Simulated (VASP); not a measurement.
The system is IrO2.

```
Ir O
1.0
     4.51395    0.00000    0.00000
     0.00000    4.51395    0.00000
     0.00000    0.00000    3.15645
Ir O
2 4
Direct
  0.00000 0.00000 0.00000
  0.50000 0.50000 0.50000
  0.31100 0.31100 0.00000
  0.18900 0.81100 0.50000
  0.68900 0.68900 0.00000
  0.81100 0.18900 0.50000
```

```yaml
Program: VASP 6.6.1
Task: relaxation of cell and atoms
Functional: PBE
Potentials_or_basis: VASP PAW PBE potentials, release 64 (Ir, O)
Cutoff: 600 eV
k_mesh: 4 × 4 × 6
Occupations: gaussian, width 0.05 eV
Spin: collinear spin, ferromagnetic start
Starting_moments: "[1.0, 1.0, 0.0, 0.0, 0.0, 0.0] μB"
```

At the start: pressure 7.0 GPa; volume 10.72 Å³/atom.

Task: Where does the relaxation end?

Result: Over 8 steps the energy falls by 8.8 meV/atom and the volume is 10.96 Å³/atom (+2.2 %); space group P4_2/mnm (No. 136, to 0.05 Å); moment 0.00 μB per cell.

Step by step:
| step | energy change (eV) | largest force (eV/Å) | pressure (GPa) | volume (Å³) |
| --- | --- | --- | --- | --- |
| 1 | 0.0000 | 0.6162 | 7.01 | 64.31 |
| 2 | 0.1314 | 0.6665 | -12.05 | 68.76 |
| 3 | -0.0516 | 0.0952 | -0.50 | 65.79 |
| 4 | -0.0516 | 0.1050 | -0.36 | 65.76 |
| 5 | -0.0516 | 0.1142 | -0.22 | 65.73 |
| 6 | -0.0526 | 0.0092 | 0.43 | 65.57 |
| 7 | -0.0526 | 0.0098 | 0.33 | 65.59 |
| 8 | -0.0529 | 0.0145 | -0.19 | 65.74 |

Final structure:
```xyz
6
Lattice="4.5380 0.0000 0.0000 0.0000 4.5380 0.0000 0.0000 0.0000 3.1920" Properties=species:S:1:pos:R:3 pbc="T T T"
Ir    0.0000    0.0000    0.0000
Ir    2.2690    2.2690    1.5960
O     1.4006    1.4006    0.0000
O     0.8684    3.6696    1.5960
O     3.1375    3.1375    0.0000
O     3.6696    0.8684    1.5960
```
